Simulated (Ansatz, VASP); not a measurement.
CuI in VASP and in Ansatz

Contents of POSCAR:

```
CuI
1.0
    0.0000000000      3.0120428216      3.0120428216
    3.0120428216      0.0000000000      3.0120428216
    3.0120428216      3.0120428216      0.0000000000
Cu I
1 1
Direct
    0.2500000000      0.2500000000      0.2500000000
    0.0000000000      0.0000000000      0.0000000000
```

The input INCAR.step1:

```
SYSTEM = CuI
PREC = Accurate ; ENCUT = 660
ISMEAR = 0 ; SIGMA = 0.01
LREAL = .FALSE. ; LASPH = .TRUE.
NELM = 120 ; NBANDS = 16
GGA = PE ; ALGO = Normal
EDIFF = 1E-5 ; LWAVE = .TRUE.
LCHARG = .FALSE. ; GGA_COMPAT = .FALSE.
```

INCAR.step2

```
SYSTEM = CuI
PREC = Accurate ; ENCUT = 660
EDIFF = 1E-6 ; ISMEAR = 0
SIGMA = 0.01 ; LREAL = .FALSE.
LASPH = .TRUE. ; NELM = 120
ALGO = Normal ; ISIF = 2
LWAVE = .FALSE. ; LCHARG = .FALSE.
METAGGA = R2SCAN ; LMIXTAU = .TRUE.
NBANDS = 16 ; ISTART = 1
GGA_COMPAT = .FALSE.
```

File KPOINTS:

```
Automatic mesh
0
G
  8 8 8
  0 0 0
```

Input for Ansatz:

```yaml
crystal:
  lattice:
    - [0.0, 3.0120428216, 3.0120428216]
    - [3.0120428216, 0.0, 3.0120428216]
    - [3.0120428216, 3.0120428216, 0.0]
  atoms:
    - { symbol: Cu, position: [0.25, 0.25, 0.25] }
    - { symbol: I, position: [0.0, 0.0, 0.0] }
kpoints:
  mp_grid: { grid: [8, 8, 8] }
  band_path:
    path:
      - [0.0, 0.0, 0.0]
      - [-0.5, -0.5, 0.0]
      - [-0.375, -0.375, 0.25]
      - [-0.375, 0.0, 0.375]
      - [0.0, 0.0, 0.5]
      - [-0.5, -0.25, 0.25]
    npoints: 1
hamiltonian:
  xc: r2scan
scf:
  occupations: { method: fixed }
  n_extra_bands: 4
output:
  forces: true
  stress: true
  eigenvalues: true
```

Alike in both runs: task single point; functional r2SCAN; k mesh 8 × 8 × 8; no spin polarisation.

|  | VASP | Ansatz |
| --- | --- | --- |
| version | VASP 6.6.1 | Ansatz 0.2.0 |
| potentials or method | VASP PAW PBE potentials, release 64 (Cu, I) | plane waves, PAW |
| plane-wave cutoff (eV) | 660 | 500 |
| occupations | gaussian, width 0.01 eV | fixed |
| valence electrons in the cell | 18 | 36 |

Ansatz gave:

- gap on the k mesh at the Fermi level (eV): 1.67
- pressure (GPa): 0.0

**Question.** Which values does VASP return?

**Answer.** gap on the k mesh at the Fermi level (eV): 1.67; pressure (GPa): -0.1.

VASP's potentials were made for PBE, not for r2SCAN. VASP's potentials hold 18 valence electrons a cell and Ansatz's 36, so a difference there can come from the potentials and not from the codes.

Neither program's run includes spin-orbit coupling.
